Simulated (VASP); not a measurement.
**Al: single point with r2SCAN+rVV10**

The system is Al.

```
CELL_PARAMETERS angstrom
-1.62748 1.59025 1.56766
1.62106 -1.61554 1.58653
1.59730 1.58536 -1.59295
ATOMIC_POSITIONS crystal
Al 0.00650 0.01370 0.00144
```

```
Program             : VASP 6.6.1
Task                : single point
Functional          : r2SCAN
Dispersion          : rVV10
Potentials or basis : VASP PAW PBE potentials, release 64 (Al)
Cutoff              : 520 eV
k mesh              : 8 × 7 × 8
Occupations         : gaussian, width 0.025 eV
Spin                : no spin polarisation
```

```yaml
Pressure: 0.1 GPa
```

Stress tensor (GPa, compression positive):
```
 0.76 -3.01  1.66
-3.01 -1.06 -1.97
 1.66 -1.97  0.49
```

Levels at points of the mesh, in eV from the Fermi level:
| k point | band 1 | band 2 | band 3 | band 4 |
| --- | --- | --- | --- | --- |
| (0.00, 0.00, 0.00) | -11.98 | 13.90 | 14.18 | 14.53 |
| (0.50, 0.00, 0.00) | -4.61 | -3.72 | 8.48 | 8.64 |
| (0.00, 0.00, 0.50) | -4.71 | -3.89 | 8.93 | 9.04 |
| (0.50, 0.00, 0.50) | -4.79 | -4.05 | 8.79 | 9.01 |

Wall time 73 s on 1 thread of Intel Xeon 6975P-C, on a shared host, peak memory 0.22 GiB.

Caveat: the k points lie up to 0.40 Å⁻¹ apart; the PAW data sets were made with another functional, which shifts forces and pressure a little.
